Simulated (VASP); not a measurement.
# GaSb (P6_3/mmc) in VASP: further runs

GaSb is run at these levels: PBE; tasks: single point.

Everything below comes from runs of VASP 6.6.1. Logs are shortened: lines on timing, memory, paths and dates and some standing lists are left out, and cuts for length are marked.

### Step 1. The cell of the first run

The structure is hexagonal, space group P6_3/mmc (No. 194). Conventional cell: a = 3.981 Å, b = 3.981 Å, c = 6.948 Å, α = 90.00°, β = 90.00°, γ = 120.00°. Within 3.8 Å of Ga (site symmetry -3m) lie 6 Sb at 2.88 Å and 2 Ga at 3.47 Å. Within 3.8 Å of Sb (site symmetry -6m2) lie 6 Ga at 2.88 Å.

### Step 2. Single point, PBE

File INCAR:

```
SYSTEM = GaSb
PREC = Accurate ; ENCUT = 520
EDIFF = 1E-6 ; ISMEAR = -1
SIGMA = 0.02 ; LREAL = .False.
LASPH = .True. ; NELM = 100
ALGO = Normal ; ISIF = 2
LWAVE = .False. ; LCHARG = .False.
GGA = PE ; NBANDS = 26
```

File KPOINTS:

```
Automatic mesh
0
Gamma
  12 12 4
  0 0 0
```

File POSCAR:

```
GaSb
1.0
    3.9814330291      0.0000000000      0.0000000000
   -1.9907165145      3.4480221467      0.0000000000
    0.0000000000      0.0000000000      6.9476506707
Ga Sb
2 2
Direct
    0.0000000000      0.0000000000      0.0000000000
    0.0000000000      0.0000000000      0.5000000000
    0.3333333333      0.6666666667      0.2500000000
    0.6666666667      0.3333333333      0.7500000000
```

Potentials or basis: VASP PAW PBE potentials, release 64 (Ga_d, Sb).

The run is started by

```bash
> cat potpaw_PBE.64/Ga_d/POTCAR potpaw_PBE.64/Sb/POTCAR > POTCAR
> mpirun -np 1 vasp_std > vasp.out
```

OUTCAR:

```text
SYSTEM = GaSb
   PREC = Accurate
   ENCUT = 520
   EDIFF = 1E-6
   ISMEAR = -1
   LREAL = .False.
   LASPH = .True.
   NELM = 100
   ISIF = 2
   GGA = PE

 ion  position               nearest neighbor table
   1  0.000  0.000  0.000-   3 2.88   4 2.88   4 2.88   3 2.88   4 2.88   3 2.88
   2  0.000  0.000  0.500-   3 2.88   4 2.88   4 2.88   3 2.88   4 2.88   3 2.88
   3  0.333  0.667  0.250-   1 2.88   2 2.88   1 2.88   2 2.88   1 2.88   2 2.88
   4  0.667  0.333  0.750-   1 2.88   2 2.88   1 2.88   2 2.88   1 2.88   2 2.88

  LATTYP: Found a hexagonal cell.
 ALAT       =     3.9814330291
 C/A-ratio  =     1.7450125671

  Lattice vectors:

 A1 = (   3.9814330291,   0.0000000000,   0.0000000000)
 A2 = (  -1.9907165145,   3.4480221467,   0.0000000000)
 A3 = (   0.0000000000,   0.0000000000,   6.9476506707)

Analysis of symmetry for initial positions (statically):
=====================================================================
 Subroutine PRICEL returns:
 Original cell was already a primitive cell.

 Routine SETGRP: Setting up the symmetry group for a
 hexagonal supercell.

 Subroutine GETGRP returns: Found 24 space group operations
 (whereof 12 operations were pure point group operations)
 out of a pool of 24 trial point group operations.

The static configuration has the point symmetry D_3d.
 The point group associated with its full space group is D_6h.

Analysis of symmetry for dynamics (positions and initial velocities):
=====================================================================
 Subroutine PRICEL returns:
 Original cell was already a primitive cell.

 Routine SETGRP: Setting up the symmetry group for a
 hexagonal supercell.

 Subroutine GETGRP returns: Found 24 space group operations
 (whereof 12 operations were pure point group operations)
 out of a pool of 24 trial point group operations.

The dynamic configuration has the point symmetry D_3d.
 The point group associated with its full space group is D_6h.

 Subroutine INISYM returns: Found 24 space group operations
 (whereof 12 operations are pure point group operations),
 and found     1 'primitive' translations

----------------------------------------------------------------------------------------

                                     Primitive cell

  volume of cell :      95.3778

  direct lattice vectors                    reciprocal lattice vectors
     3.981433029  0.000000000  0.000000000     0.251165847  0.145010670  0.000000000
    -1.990716515  3.448022147  0.000000000     0.000000000  0.290021339  0.000000000
     0.000000000  0.000000000  6.947650671     0.000000000  0.000000000  0.143933546

  length of vectors
     3.981433029  3.981433029  6.947650671     0.290021339  0.290021339  0.143933546

  position of ions in fractional coordinates (direct lattice)
     0.000000000  0.000000000  0.000000000
     0.000000000  0.000000000  0.500000000
     0.333333333  0.666666667  0.250000000
     0.666666667  0.333333333  0.750000000

  ion indices of the primitive-cell ions
   primitive index   ion index
                 1           1
                 2           2
                 3           3
                 4           4

----------------------------------------------------------------------------------------

 KPOINTS: Automatic mesh

Automatic generation of k-mesh.
 Grid dimensions read from file:
 generate k-points for:   12   12    4

 Generating k-lattice:

  Cartesian coordinates                     Fractional coordinates (reciprocal lattice)
     0.020930487  0.012084222  0.000000000     0.083333333  0.000000000  0.000000000
     0.000000000  0.024168445  0.000000000     0.000000000  0.083333333  0.000000000
     0.000000000  0.000000000  0.035983387     0.000000000  0.000000000  0.250000000

  Length of vectors
     0.024168445  0.024168445  0.035983387

  Shift w.r.t. Gamma in fractional coordinates (k-lattice)
     0.000000000  0.000000000  0.000000000

 Subroutine IBZKPT returns following result:
 ===========================================

 Found     57 irreducible k-points:

 Following reciprocal coordinates:
            Coordinates               Weight
  0.000000  0.000000  0.000000      1.000000
  0.083333 -0.000000  0.000000      6.000000
  0.166667 -0.000000  0.000000      6.000000
  0.250000 -0.000000  0.000000      6.000000
  0.333333 -0.000000  0.000000      6.000000
  0.416667 -0.000000  0.000000      6.000000
[... 16 lines left out ...]
  0.250000 -0.000000  0.250000     12.000000
  0.333333 -0.000000  0.250000     12.000000
 [... further k-points ...]
   k-points           NKPTS =     57   k-points in BZ     NKDIM =     57   number of bands    NBANDS=     26
   number of dos      NEDOS =    301   number of ions     NIONS =      4
   total plane-waves  NPLWV =  48600
   dimension x,y,z NGX =    30 NGY =   30 NGZ =   54
   dimension x,y,z NGXF=    60 NGYF=   60 NGZF=  108
   ions per type =               2   2
   NGX,Y,Z   is equivalent  to a cutoff of  12.53, 12.53, 12.92 a.u.
   NGXF,Y,Z  is equivalent  to a cutoff of  25.05, 25.05, 25.84 a.u.
 SYSTEM =  GaSb
   PREC   = accura    normal or accurate (medium, high low for compatibility)
   ISTART =      0    job   : 0-new  1-cont  2-samecut
   ICHARG =      2    charge: 1-file 2-atom 10-const
   ISPIN  =      1    spin polarized calculation?
   LNONCOLLINEAR =      F non collinear calculations
   LSORBIT =      F    spin-orbit coupling
   LASPH  =      T    aspherical Exc in radial PAW
   ENCUT  =  520.0 eV  38.22 Ry    6.18 a.u.   7.40  7.40 12.92*2*pi/ulx,y,z
   NELM   =    100;   NELMIN=  2; NELMDL= -5     # of ELM steps
   EDIFF  = 0.1E-05   stopping-criterion for ELM
   LREAL  =      F    real-space projection
   EDIFFG = 0.1E-04   stopping-criterion for IOM
   NSW    =      0    number of steps for IOM
   IBRION =     -1    ionic relax: 0-MD 1-quasi-New 2-CG
   NFREE  =      0    steps in history (QN), initial steepest desc. (CG)
   ISIF   =      2    stress and relaxation
   ISYM   =      2    0-nonsym 1-usesym 2-fastsym
   POTIM  = 0.5000    time-step for ionic-motion
   TEBEG  =    0.0;   TEEND  =   0.0 temperature during run
   PSTRESS=    0.0 pullay stress
   NELECT =      36.0000    total number of electrons
   NUPDOWN=      -1.0000    fix difference up-down
   EMIN   =  10.00;   EMAX   =-10.00  energy-range for DOS
   EFERMI =   0.00;   METHOD = LEGACY
   ISMEAR =    -1;   SIGMA  =   0.02  broadening in eV -4-tet -1-fermi 0-gaus
   EFERMI_NEDOS =   21; number of points for ismear=-14 and -15
   IALGO  =     38    algorithm
   IMIX   =      4    mixing-type and parameters
     AMIX     =   0.40;   BMIX     =  1.00
     AMIX_MAG =   1.60;   BMIX_MAG =  1.00
  volume/ion in A,a.u.               =      23.84       160.91
  Fermi-wavevector in a.u.,A,eV,Ry     =   1.183114  2.235761 19.044867  1.399758
  Thomas-Fermi vector in A             =   2.319355
   LORBIT       =      0    0 simple, 1 ext, 2 COOP (PROOUT), +10 PAW based schemes
   GGA     = PE    functional components
   LHFCALC =     F    Hartree Fock is set to
   AEXX    =    0.0000 exact exchange contribution
   IVDW    =     0    specifies the selected vdW correction
   LEPSILON=     F    determine dielectric tensor
   LRPA    =     F    only Hartree local field effects (RPA)
 non-spin polarized calculation
  energy-cutoff  :      520.00
  volume of cell :       95.38
 maximum number of plane-waves:      2600
 NGX is ok and might be reduce to    30
   NGX = 15   NGY = 15   NGZ = 25

 number of electron      36.0000000 magnetization

 Free energy of the ion-electron system (eV)
  ---------------------------------------------------
  ext. energy  EPLUGINS =         0.00000000
  ---------------------------------------------------
  free energy    TOTEN  =       -13.83211455 eV

  energy without entropy =      -13.82919342  energy(sigma->0) =      -13.83065399

 E-fermi :   6.5492     XC(G=0): -10.2429

 val. band max:        6.5471949434   @ k =   0.3333  -0.0000   0.2500
 cond. band min:       6.5572506983   @ k =   0.0833  -0.0000   0.0000
 fundamental gap:      0.0100557549
 Fermi energy:         6.5491733223

 k-point     1 :       0.0000    0.0000    0.0000
  band No.  band energies     occupation
      1      -8.3026      2.00000
      2      -8.3017      2.00000
      3      -8.3017      2.00000
      4      -8.2715      2.00000
      5      -8.2715      2.00000
      6      -8.2559      2.00000
[... 18 lines left out ...]
     25      11.3187      0.00000
     26      11.6557      0.00000

 k-point     2 :       0.0833   -0.0000    0.0000
  band No.  band energies     occupation
      1      -8.3064      2.00000
      2      -8.3019      2.00000
      3      -8.3014      2.00000
      4      -8.2729      2.00000
      5      -8.2707      2.00000
      6      -8.2565      2.00000
[... 18 lines left out ...]
     25      12.0281      0.00000
     26      12.1838      0.00000

 k-point     3 :       0.1667   -0.0000    0.0000
  band No.  band energies     occupation
      1      -8.3191      2.00000
      2      -8.3009      2.00000
      3      -8.3001      2.00000
      4      -8.2768      2.00000
      5      -8.2687      2.00000
      6      -8.2580      2.00000
[... 18 lines left out ...]
     25      11.9325      0.00000
     26      12.7465      0.00000

 k-point     4 :       0.2500   -0.0000    0.0000
  band No.  band energies     occupation
      1      -8.3362      2.00000
      2      -8.3008      2.00000
      3      -8.2978      2.00000
      4      -8.2823      2.00000
      5      -8.2664      2.00000
      6      -8.2599      2.00000
[... 18 lines left out ...]
     25      12.9039      0.00000
     26      13.7781      0.00000

 k-point     5 :       0.3333   -0.0000    0.0000
  band No.  band energies     occupation
      1      -8.3529      2.00000
      2      -8.3014      2.00000
      3      -8.2955      2.00000
      4      -8.2880      2.00000
      5      -8.2648      2.00000
      6      -8.2617      2.00000
[... 18 lines left out ...]
     25      14.0126      0.00000
     26      14.5044      0.00000

 k-point     6 :       0.4167   -0.0000    0.0000
  band No.  band energies     occupation
      1      -8.3648      2.00000
      2      -8.3022      2.00000
      3      -8.2940      2.00000
      4      -8.2923      2.00000
      5      -8.2638      2.00000
      6      -8.2629      2.00000
[... 427 lines left out ...]
 k-point    21 :       0.0833   -0.0000    0.2500
  band No.  band energies     occupation
      1      -8.3013      2.00000
      2      -8.2967      2.00000
      3      -8.2912      2.00000
      4      -8.2774      2.00000
      5      -8.2749      2.00000
      6      -8.2548      2.00000
[... 18 lines left out ...]
     25      12.0677      0.00000
     26      12.3066      0.00000

 k-point    22 :       0.1667   -0.0000    0.2500
  band No.  band energies     occupation
      1      -8.3129      2.00000
      2      -8.2960      2.00000
      3      -8.2896      2.00000
      4      -8.2823      2.00000
      5      -8.2731      2.00000
      6      -8.2562      2.00000
[... 18 lines left out ...]
     25      11.9174      0.00000
     26      13.0670      0.00000

 k-point    23 :       0.2500   -0.0000    0.2500
  band No.  band energies     occupation
      1      -8.3283      2.00000
      2      -8.2956      2.00000
      3      -8.2909      2.00000
      4      -8.2856      2.00000
      5      -8.2712      2.00000
      6      -8.2580      2.00000
[... 18 lines left out ...]
     25      12.6849      0.00000
     26      13.7227      0.00000

 k-point    24 :       0.3333   -0.0000    0.2500
  band No.  band energies     occupation
      1      -8.3434      2.00000
      2      -8.2973      2.00000
      3      -8.2959      2.00000
      4      -8.2841      2.00000
      5      -8.2699      2.00000
      6      -8.2595      2.00000
[... 18 lines left out ...]
     25      13.4781      0.00000
     26      13.8838      0.00000

 [... further k-points ...]
[... 5 lines left out ...]
  --------------------------------------------------------------------------------------
  -------------------------------------------------------------------------------------
  Total        1.0084811      1.0084811      1.2606266      0.0000000      0.0000000      0.0000000
  in kB       16.9406827     16.9406827     21.1762776      0.0000000      0.0000000      0.0000000
  external PRESSURE =      18.3525477 kB  Pullay stress =       0.0000000 kB

 VOLUME and BASIS-vectors are now :
 -----------------------------------------------------------------------------
  energy-cutoff  :      520.00
  volume of cell :       95.38
      direct lattice vectors                 reciprocal lattice vectors
     3.981433029  0.000000000  0.000000000     0.251165847  0.145010670  0.000000000
    -1.990716515  3.448022147  0.000000000     0.000000000  0.290021339  0.000000000
     0.000000000  0.000000000  6.947650671     0.000000000  0.000000000  0.143933546

 POSITION                                       TOTAL-FORCE (eV/Angst)
 -----------------------------------------------------------------------------------
      0.00000      0.00000      0.00000         0.000000      0.000000     -0.000000
      0.00000      0.00000      3.47383         0.000000      0.000000     -0.000000
     -0.00000      2.29868      1.73691        -0.000000      0.000000      0.000000
      1.99072      1.14934      5.21074         0.000000     -0.000000      0.000000
 -----------------------------------------------------------------------------------
    total drift:                                0.000000      0.000000      0.000000

  FREE ENERGIE OF THE ION-ELECTRON SYSTEM (eV)
  ---------------------------------------------------
  free  energy   TOTEN  =       -13.8321145532 eV

  energy  without entropy=      -13.8291934179  energy(sigma->0) =      -13.83065399
```

Wall time 1.9 min (1 thread of Intel Xeon 6975P-C, shared host); peak memory 0.29 GiB.

What came out:

- Free energy: -13.8321 eV
- Pressure: 1.8 GPa
- Band gap on the k mesh: zero (band 18 reaches 7.66 eV, above the bottom of band 19 at 3.83 eV)

Stress tensor (GPa, compression positive):
```
1.69 0.00 0.00
0.00 1.69 0.00
0.00 0.00 2.12
```

Caveat: spin-orbit coupling is left out, which moves the levels of the heavy elements.

### Step 3. Single point, PBE

This run uses another cell than the first one, of 24.62 Å³/atom, 1.032 times its volume.

File INCAR:

```
SYSTEM = GaSb
PREC     = Accurate       ! precision mode
ENCUT    = 520            ! plane-wave cutoff, eV
EDIFF    = 1E-7           ! SCF threshold, eV
ISMEAR   = -1             ! smearing method
SIGMA    = 0.02           ! smearing width, eV
LREAL    = .FALSE.        ! projectors in reciprocal space
LASPH    = .TRUE.         ! aspherical terms in the spheres
NELM     = 100            ! most SCF steps
ALGO     = Normal         ! electronic algorithm
ISIF     = 2              ! what is computed and relaxed
LWAVE    = .FALSE.        ! write WAVECAR
LCHARG   = .FALSE.        ! write CHGCAR
GGA      = PE             ! functional
NBANDS   = 26             ! bands
```

File KPOINTS:

```
regular mesh
0
G
  12 12 4
  0 0 0
```

File POSCAR:

```
GaSb
1.0
    4.0218163313      0.0000000000      0.0000000000
   -2.0109081656      3.4829951122      0.0000000000
    0.0000000000      0.0000000000      7.0295482748
Ga Sb
2 2
Direct
    0.0000000000      0.0000000000      0.0000000000
    0.0000000000      0.0000000000      0.5000000000
    0.3333333333      0.6666666667      0.2500000000
    0.6666666667      0.3333333333      0.7500000000
```

Potentials or basis: VASP PAW PBE potentials, release 64 (Ga_d, Sb).

The run is started by

```bash
> cat potpaw_PBE.64/Ga_d/POTCAR potpaw_PBE.64/Sb/POTCAR > POTCAR
> mpirun -np 1 vasp_std > vasp.out
```

Wall time 2.3 min (1 thread of Intel Xeon 6975P-C, shared host); peak memory 0.29 GiB.

It converged, with:

- Free energy: -13.8497 eV
- Pressure: 0.0 GPa
- Band gap on the k mesh: zero (band 18 reaches 7.26 eV, above the bottom of band 19 at 3.59 eV)

Levels at points of the mesh, in eV from the Fermi level:
```
           k point  band 15  band 16  band 17  band 18  band 19  band 20  band 21  band 22
(0.00, 0.00, 0.00)    -0.32     0.23     0.23     0.82     0.82     2.85     3.82     3.82
(0.50, 0.00, 0.00)    -4.46    -3.63    -2.00     0.48     1.05     1.06     2.31     2.51
(0.00, 0.00, 0.50)     0.55     0.55     0.55     0.55     1.89     1.89     3.82     3.82
(0.50, 0.00, 0.50)    -1.63    -1.63    -1.19    -1.19    -1.07    -1.07     2.97     2.97
```

Caveat: spin-orbit coupling is left out, which moves the levels of the heavy elements.
